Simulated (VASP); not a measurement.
Write the native input for VASP 6.6.1 that does the following.

```yaml
Task: single point
Functional: PBE
Dispersion: D3(BJ)
Potentials_or_basis: VASP PAW PBE potentials, release 64 (Hg)
Cutoff: 520 eV
k_mesh: 10 × 10 × 10
Occupations: tetrahedron
Spin: non-collinear spin, zero start, spin-orbit coupling
Starting_moments: "[[0.0, 0.0, 0.0]] μB"
Dipole_correction: no
Further_INCAR_settings: ALGO = Fast; EDIFF = 1e-06; NBANDS = 23
```

The structure of Hg lies in POSCAR:

```
Hg
1.0
   -1.8767364354      1.8767364354      1.9168448550
    1.8767364354     -1.8767364354      1.9168448550
    1.8767364354      1.8767364354     -1.9168448550
Hg
1
Direct
    0.5000000000      0.5000000000      0.0000000000
```

The input as run:

INCAR

```
SYSTEM = Hg
  PREC = Accurate
  ENCUT = 520
  EDIFF = 1E-6
  ISMEAR = -5
  SIGMA = 0.05
  LREAL = .FALSE.
  LASPH = .TRUE.
  NELM = 150
  ALGO = Fast
  ISIF = 2
  LWAVE = .FALSE.
  LCHARG = .TRUE.
  MAGMOM = 0 0 0
  LORBIT = 11
  LSORBIT = .TRUE.
  GGA_COMPAT = .FALSE.
  LORBMOM = .TRUE.
  GGA = PE
  IVDW = 12
  LVHAR = .TRUE.
  NBANDS = 23
```

KPOINTS

```
Automatic mesh
0
G
  10 10 10
  0 0 0
```

Potentials or basis: VASP PAW PBE potentials, release 64 (Hg).

Run with:

```bash
$ cat potpaw_PBE.64/Hg/POTCAR > POTCAR
$ mpirun -np 1 vasp_ncl > vasp.out
```

It gave:

| Property | Result |
| --- | --- |
| Pressure | -1.0 GPa |
| Net moment | 0.00 μB per cell |
| Valence electrons inside the program's atomic spheres | Hg 10.43 |
| Dispersion energy per atom | -0.388 eV |

Caveat: three body term missing.

Wall time 81 s on 1 thread of Intel(R) Xeon(R) Platinum 8259CL CPU @ 2.50GHz (Skylake/Cascade Lake), on a shared host, peak memory 0.26 GiB.
